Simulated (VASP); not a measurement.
Cu: single point with PBE

Cu:

```
Cu
1.0
     0.00000    1.81458    1.81458
     1.81458    0.00000    1.81458
     1.81458    1.81458    0.00000
Cu
1
Cartesian
  0.0000 0.0000 0.0000
```

```json
{
  "Program": "VASP 6.6.1",
  "Task": "single point",
  "Functional": "PBE",
  "Potentials or basis": "VASP PAW PBE potentials, release 64 (Cu)",
  "Cutoff": "520 eV",
  "k mesh": "21 × 21 × 21",
  "Occupations": "fermi-dirac, width 0.1 eV",
  "Spin": "no spin polarisation",
  "Dipole correction": "no",
  "Further INCAR settings": "ALGO = Normal; EDIFF = 1e-07; NBANDS = 12"
}
```

- Pressure: 0.6 GPa

Levels at points of the mesh, in eV from the Fermi level:
| k point | band 2 | band 3 | band 4 | band 5 | band 6 | band 7 | band 8 | band 9 | band 10 | band 11 |
| --- | --- | --- | --- | --- | --- | --- | --- | --- | --- | --- |
| (0.00, 0.00, 0.00) | -3.02 | -3.02 | -3.02 | -2.22 | -2.22 | 22.47 | 25.03 | 25.03 | 25.03 | 27.51 |

Wall time 81 s on 1 thread of AMD EPYC 7R13, with other jobs on the host, peak memory 0.12 GiB.
